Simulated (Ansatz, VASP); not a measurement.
**GaSb in VASP and in Ansatz**

```
Ga Sb
1.0
    -1.51599    2.60638    2.81909
     1.51599   -2.60638    2.81909
     1.51599    2.60638   -2.81909
Ga Sb
1 1
Direct
  0.00000 0.00000 0.00000
  0.50000 0.50000 0.00000
```

Alike in both runs: task single point; functional LDA; k mesh 8 × 8 × 8; occupations fermi-dirac, width 0.1 eV; no spin polarisation.

|  | VASP | Ansatz |
| --- | --- | --- |
| version | VASP 6.6.1 | Ansatz 0.2.0 |
| potentials or method | VASP PAW LDA potentials, release 64 (Ga_d, Sb), cutoff 500 eV | plane waves, PAW |
| valence electrons in the cell | 18 | 28 |

Ansatz gave:

```
pressure (GPa)                                                : -0.4
traceless stress, the component that is largest in VASP (GPa) : 3.02
```

Estimate VASP's values.

pressure (GPa): -0.3; traceless stress, the component that is largest in VASP (GPa): 3.03.

LDA's correlation is that of Perdew and Zunger in VASP and of Perdew and Wang (1992) in Ansatz. VASP's potentials hold 18 valence electrons a cell and Ansatz's 28, so a difference there can come from the potentials and not from the codes. Ansatz's warnings: stress scf threshold loose.

Spin-orbit coupling is off throughout.
